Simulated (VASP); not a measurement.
A run of VASP 6.6.1:

File INCAR:

```
SYSTEM = CdS
PREC = Accurate
ENCUT = 520
EDIFF = 1E-6
ISMEAR = -1
SIGMA = 0.1
LREAL = .FALSE.
LASPH = .TRUE.
NELM = 150
ALGO = Normal
ISIF = 2
LWAVE = .FALSE.
LCHARG = .FALSE.
MAGMOM = 0 0 0 0 0 0
LORBIT = 11
LSORBIT = .TRUE.
GGA_COMPAT = .FALSE.
LORBMOM = .TRUE.
GGA = PE
IVDW = 12
NBANDS = 30
```

The input KPOINTS:

```
regular mesh
0
G
  8 8 8
  0 0 0
```

The input POSCAR:

```
CdS
1.0
    0.0000000000      2.8969255847      2.8969255847
    2.8969255847      0.0000000000      2.8969255847
    2.8969255847      2.8969255847      0.0000000000
Cd S
1 1
Direct
    0.0000000000      0.0000000000      0.0000000000
    0.7500000000      0.7500000000      0.7500000000
```

Potentials or basis: VASP PAW PBE potentials, release 64 (Cd, S).

Command:

```bash
$ cat potpaw_PBE.64/Cd/POTCAR potpaw_PBE.64/S/POTCAR > POTCAR
$ mpirun -np 1 vasp_ncl > vasp.out
```

Hardware: 1 thread of Intel Xeon 8259CL (shared host).

**Question.** Estimate the wall time of this run.

**Answer.** Wall time 3.8 min on 1 thread of Intel Xeon 8259CL, with other jobs on the host, peak memory 0.33 GiB. Counts: scf iterations 13, k points 43.
